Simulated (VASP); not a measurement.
# Cu (I4/mmm) in VASP: further runs

Cu is run at these levels: PBEsol, BLYP, r2SCAN; tasks: single point.

All numbers are computed with VASP 6.6.1; they aren't measurements. Logs are shortened: lines on timing, memory, paths and dates and some standing lists are left out, and cuts for length are marked.

**1. The cell of the first run**

Symmetry: I4/mmm, No. 139, tetragonal system. Conventional cell: a = 2.886 Å, b = 2.886 Å, c = 2.752 Å, α = 90.00°, β = 90.00°, γ = 90.00°. Within 3.2 Å of Cu (site symmetry 4/mmm) lie 14 Cu at 2.46 to 2.89 Å.

**2. Single point, PBEsol**

INCAR

```
ALGO = Normal ; EDIFF = 1E-6
ENCUT = 600 ; GGA = PS
GGA_COMPAT = False ; ISIF = 2
ISMEAR = 1 ; LASPH = True
LCHARG = False ; LREAL = False
LWAVE = False ; NBANDS = 12
NELM = 120 ; PREC = Accurate
SIGMA = 0.1
```

KPOINTS

```
k-points
0
Gamma
  7 7 7
```

POSCAR

```
Cu
1.0
   -1.4427900000      1.4427900000      1.3760800000
    1.4427900000     -1.4427900000      1.3760800000
    1.4427900000      1.4427900000     -1.3760800000
Cu
1
Direct
    0.0000000000      0.0000000000      0.0000000000
```

Potentials or basis: VASP PAW PBE potentials, release 64 (Cu).

Run with:

```
$ cat potpaw_PBE.64/Cu/POTCAR > POTCAR
$ mpirun -np 1 vasp_std > vasp.out
```

OUTCAR:

```text
EDIFF = 1E-6
   ENCUT = 600
   GGA = PS
   ISIF = 2
   ISMEAR = 1
   LASPH = True
   LREAL = False
   NELM = 120
   PREC = Accurate

 ion  position               nearest neighbor table
   1  0.000  0.000  0.000-

  LATTYP: Found a body centered tetragonal cell.
 ALAT       =     2.8855800000
 C/A-ratio  =     0.9537631949

  Lattice vectors:

 A1 = (  -1.4427900000,   1.4427900000,   1.3760800000)
 A2 = (   1.4427900000,  -1.4427900000,   1.3760800000)
 A3 = (   1.4427900000,   1.4427900000,  -1.3760800000)

Analysis of symmetry for initial positions (statically):
=====================================================================
 Subroutine PRICEL returns:
 Original cell was already a primitive cell.

 Routine SETGRP: Setting up the symmetry group for a
 body centered tetragonal supercell.

 Subroutine GETGRP returns: Found 16 space group operations
 (whereof 16 operations were pure point group operations)
 out of a pool of 16 trial point group operations.

The static configuration has the point symmetry D_4h.

Analysis of symmetry for dynamics (positions and initial velocities):
=====================================================================
 Subroutine PRICEL returns:
 Original cell was already a primitive cell.

 Routine SETGRP: Setting up the symmetry group for a
 body centered tetragonal supercell.

 Subroutine GETGRP returns: Found 16 space group operations
 (whereof 16 operations were pure point group operations)
 out of a pool of 16 trial point group operations.

The dynamic configuration has the point symmetry D_4h.

 Subroutine INISYM returns: Found 16 space group operations
 (whereof 16 operations are pure point group operations),
 and found     1 'primitive' translations

----------------------------------------------------------------------------------------

                                     Primitive cell

  volume of cell :      11.4580

  direct lattice vectors                    reciprocal lattice vectors
    -1.442790000  1.442790000  1.376080000     0.000000000  0.346550780  0.363350968
     1.442790000 -1.442790000  1.376080000     0.346550780  0.000000000  0.363350968
     1.442790000  1.442790000 -1.376080000     0.346550780  0.346550780  0.000000000

  length of vectors
     2.461073370  2.461073370  2.461073370     0.502116888  0.502116888  0.490096813

  position of ions in fractional coordinates (direct lattice)
     0.000000000  0.000000000  0.000000000

  ion indices of the primitive-cell ions
   primitive index   ion index
                 1           1

----------------------------------------------------------------------------------------

 KPOINTS: k-points

Automatic generation of k-mesh.
 Grid dimensions read from file:
 generate k-points for:    7    7    7

 Generating k-lattice:

  Cartesian coordinates                     Fractional coordinates (reciprocal lattice)
     0.000000000  0.049507254  0.051907281     0.142857143  0.000000000  0.000000000
     0.049507254  0.000000000  0.051907281     0.000000000  0.142857143  0.000000000
     0.049507254  0.049507254  0.000000000     0.000000000  0.000000000  0.142857143

  Length of vectors
     0.071730984  0.071730984  0.070013830

  Shift w.r.t. Gamma in fractional coordinates (k-lattice)
     0.000000000  0.000000000  0.000000000

 Subroutine IBZKPT returns following result:
 ===========================================

 Found     40 irreducible k-points:

 Following reciprocal coordinates:
            Coordinates               Weight
  0.000000  0.000000  0.000000      1.000000
  0.142857  0.000000  0.000000      8.000000
  0.285714  0.000000  0.000000      8.000000
  0.428571  0.000000  0.000000      8.000000
  0.142857  0.142857  0.000000      8.000000
  0.285714  0.142857  0.000000     16.000000
[... 16 lines left out ...]
 -0.142857  0.285714  0.142857      8.000000
 -0.428571  0.428571  0.142857      8.000000
 [... further k-points ...]
   k-points           NKPTS =     40   k-points in BZ     NKDIM =     40   number of bands    NBANDS=     12
   number of dos      NEDOS =    301   number of ions     NIONS =      1
   total plane-waves  NPLWV =   8000
   dimension x,y,z NGX =    20 NGY =   20 NGZ =   20
   dimension x,y,z NGXF=    40 NGYF=   40 NGZF=   40
   ions per type =               1
   NGX,Y,Z   is equivalent  to a cutoff of  13.51, 13.51, 13.51 a.u.
   NGXF,Y,Z  is equivalent  to a cutoff of  27.02, 27.02, 27.02 a.u.
 SYSTEM =  unknown system
   PREC   = accura    normal or accurate (medium, high low for compatibility)
   ISTART =      0    job   : 0-new  1-cont  2-samecut
   ICHARG =      2    charge: 1-file 2-atom 10-const
   ISPIN  =      1    spin polarized calculation?
   LNONCOLLINEAR =      F non collinear calculations
   LSORBIT =      F    spin-orbit coupling
   LASPH  =      T    aspherical Exc in radial PAW
   ENCUT  =  600.0 eV  44.10 Ry    6.64 a.u.   4.92  4.92  4.92*2*pi/ulx,y,z
   NELM   =    120;   NELMIN=  2; NELMDL= -5     # of ELM steps
   EDIFF  = 0.1E-05   stopping-criterion for ELM
   LREAL  =      F    real-space projection
   EDIFFG = 0.1E-04   stopping-criterion for IOM
   NSW    =      0    number of steps for IOM
   IBRION =     -1    ionic relax: 0-MD 1-quasi-New 2-CG
   NFREE  =      0    steps in history (QN), initial steepest desc. (CG)
   ISIF   =      2    stress and relaxation
   ISYM   =      2    0-nonsym 1-usesym 2-fastsym
   POTIM  = 0.5000    time-step for ionic-motion
   TEBEG  =    0.0;   TEEND  =   0.0 temperature during run
   PSTRESS=    0.0 pullay stress
   NELECT =      11.0000    total number of electrons
   NUPDOWN=      -1.0000    fix difference up-down
   EMIN   =  10.00;   EMAX   =-10.00  energy-range for DOS
   EFERMI =   0.00;   METHOD = LEGACY
   ISMEAR =     1;   SIGMA  =   0.10  broadening in eV -4-tet -1-fermi 0-gaus
   EFERMI_NEDOS =   21; number of points for ismear=-14 and -15
   IALGO  =     38    algorithm
   IMIX   =      4    mixing-type and parameters
     AMIX     =   0.40;   BMIX     =  1.00
     AMIX_MAG =   1.60;   BMIX_MAG =  1.00
  volume/ion in A,a.u.               =      11.46        77.32
  Fermi-wavevector in a.u.,A,eV,Ry     =   1.614987  3.051883 35.486493  2.608184
  Thomas-Fermi vector in A             =   2.709807
   LORBIT       =      0    0 simple, 1 ext, 2 COOP (PROOUT), +10 PAW based schemes
   GGA     = PS    functional components
   LHFCALC =     F    Hartree Fock is set to
   AEXX    =    0.0000 exact exchange contribution
   IVDW    =     0    specifies the selected vdW correction
   LEPSILON=     F    determine dielectric tensor
   LRPA    =     F    only Hartree local field effects (RPA)
 non-spin polarized calculation
 Methfessel and Paxton  Order N= 1 SIGMA  =   0.10
  energy-cutoff  :      600.00
  volume of cell :       11.46
 maximum number of plane-waves:       396
   NGX =  9   NGY =  9   NGZ =  9

 number of electron      11.0000000 magnetization

 Free energy of the ion-electron system (eV)
  ---------------------------------------------------
  ext. energy  EPLUGINS =         0.00000000
  ---------------------------------------------------
  free energy    TOTEN  =        -4.28137660 eV

  energy without entropy =       -4.28063994  energy(sigma->0) =       -4.28113104

 E-fermi :   7.7136     XC(G=0): -13.0837

 val. band max:        7.7117130093   @ k =  -0.4286   0.4286   0.1429
 cond. band min:       7.8768722697   @ k =  -0.1429   0.4286   0.1429
 fundamental gap:      0.1651592604
 Fermi energy:         7.7136252728

 k-point     1 :       0.0000    0.0000    0.0000
  band No.  band energies     occupation
      1      -1.8350      2.00000
      2       4.4908      2.00000
      3       4.6730      2.00000
      4       4.6730      2.00000
      5       5.5439      2.00000
      6       5.7796      2.00000
      7      32.6313      0.00000
      8      32.6313      0.00000
      9      33.8829      0.00000
     10      36.6755      0.00000
     11      36.6755      0.00000
     12      36.7010      0.00000

 k-point     2 :       0.1429    0.0000    0.0000
  band No.  band energies     occupation
      1      -1.0302      2.00000
      2       4.4156      2.00000
      3       4.6361      2.00000
      4       4.9008      2.00000
      5       5.5446      2.00000
      6       5.6972      2.00000
      7      27.7205      0.00000
      8      30.5831      0.00000
      9      31.0563      0.00000
     10      32.3430      0.00000
     11      33.9768      0.00000
     12      36.1432      0.00000

 k-point     3 :       0.2857    0.0000    0.0000
  band No.  band energies     occupation
      1       1.0779      2.00000
      2       4.0845      2.00000
      3       4.6044      2.00000
      4       5.5889      2.00000
      5       5.6486      2.00000
      6       5.7180      2.00000
      7      20.0833      0.00000
      8      27.2323      0.00000
      9      27.8448      0.00000
     10      29.9985      0.00000
     11      32.6254      0.00000
     12      38.7660      0.00000
[... 286 lines left out ...]
 k-point    23 :      -0.1429    0.2857    0.1429
  band No.  band energies     occupation
      1       1.6041      2.00000
      2       4.4122      2.00000
      3       4.4346      2.00000
      4       5.2426      2.00000
      5       5.6116      2.00000
      6       6.0652      2.00000
      7      21.0575      0.00000
      8      23.8661      0.00000
      9      25.2941      0.00000
     10      31.4861      0.00000
     11      35.1352      0.00000
     12      37.2062      0.00000

 k-point    24 :      -0.4286    0.4286    0.1429
  band No.  band energies     occupation
      1       2.8707      2.00000
      2       4.3882      2.00000
      3       4.4659      2.00000
      4       5.2860      2.00000
      5       6.2769      2.00000
      6       7.7117      1.03236
      7      13.6721      0.00000
      8      23.6587      0.00000
      9      25.4858      0.00000
     10      32.6201      0.00000
     11      34.5475      0.00000
     12      36.0937      0.00000

 [... further k-points ...]

------------------------ aborting loop because EDIFF is reached ----------------------------------------

  FORCE on cell =-STRESS in cart. coord.  units (eV):
  Direction    XX          YY          ZZ          XY          YZ          ZX
  --------------------------------------------------------------------------------------
  -------------------------------------------------------------------------------------
  Total        0.1056698      0.1056698     -0.2596067      0.0000000      0.0000000      0.0000000
  in kB       14.7758233     14.7758233    -36.3008354      0.0000000      0.0000000      0.0000000
  external PRESSURE =      -2.2497296 kB  Pullay stress =       0.0000000 kB

 VOLUME and BASIS-vectors are now :
 -----------------------------------------------------------------------------
  energy-cutoff  :      600.00
  volume of cell :       11.46
      direct lattice vectors                 reciprocal lattice vectors
    -1.442790000  1.442790000  1.376080000     0.000000000  0.346550780  0.363350968
     1.442790000 -1.442790000  1.376080000     0.346550780  0.000000000  0.363350968
     1.442790000  1.442790000 -1.376080000     0.346550780  0.346550780  0.000000000

 POSITION                                       TOTAL-FORCE (eV/Angst)
 -----------------------------------------------------------------------------------
      0.00000      0.00000      0.00000         0.000000     -0.000000      0.000000
 -----------------------------------------------------------------------------------
    total drift:                                0.000000     -0.000000      0.000000

  FREE ENERGIE OF THE ION-ELECTRON SYSTEM (eV)
  ---------------------------------------------------
  free  energy   TOTEN  =        -4.2813765970 eV

  energy  without entropy=       -4.2806399356  energy(sigma->0) =       -4.28113104
```

Run time: 16 s. Hardware: 1 thread of Intel Xeon 8259CL, shared host; peak memory 0.13 GiB.

Results:

| Property | Result |
| --- | --- |
| Free energy | -4.2814 eV |
| Pressure | -0.2 GPa |

Caveat: the k points lie up to 0.45 Å⁻¹ apart; the PAW data sets were made with another functional, which shifts forces and pressure a little.

**3. Single point, BLYP**

INCAR

```
SYSTEM = Cu
PREC = Accurate
ENCUT = 600
EDIFF = 1E-6
ISMEAR = 1
SIGMA = 0.1
LREAL = .False.
LASPH = .True.
NELM = 120
ALGO = Normal
ISIF = 2
LWAVE = .False.
LCHARG = .True.
GGA = B5
ALDAX = 1.0
AGGAX = 1.0
AGGAC = 1.0
ALDAC = 0.0
LELF = .True.
LVHAR = .True.
NBANDS = 12
GGA_COMPAT = .False.
```

KPOINTS

```
regular mesh
0
Gamma
  7 7 7
  0 0 0
```

POSCAR is that of step 2.

Potentials or basis: VASP PAW PBE potentials, release 64 (Cu).

Run with:

```
$ cat potpaw_PBE.64/Cu/POTCAR > POTCAR
$ mpirun -np 1 vasp_std > vasp.out
```

It took 19 s on 1 thread of Intel Xeon 8259CL, shared host; peak memory 0.12 GiB.

It converged, with:

| Item | Value |
| --- | --- |
| Free energy | -2.8982 eV |
| Pressure | 17.1 GPa |

Stress tensor (GPa, compression positive):
```
18.78  0.00  0.00
 0.00 18.78  0.00
 0.00  0.00 13.67
```

Levels at points of the mesh, in eV from the Fermi level:
```csv
k point,band 3,band 4,band 5,band 6,band 7,band 8,band 9,band 10
"(0.00, 0.00, 0.00)",-3.17,-3.17,-2.29,-2.07,25.21,25.21,26.49,28.67
```

Caveat: the k points lie up to 0.45 Å⁻¹ apart; the PAW data sets were made with another functional, which shifts forces and pressure a little.

(Part 1 of 2 ends here.)
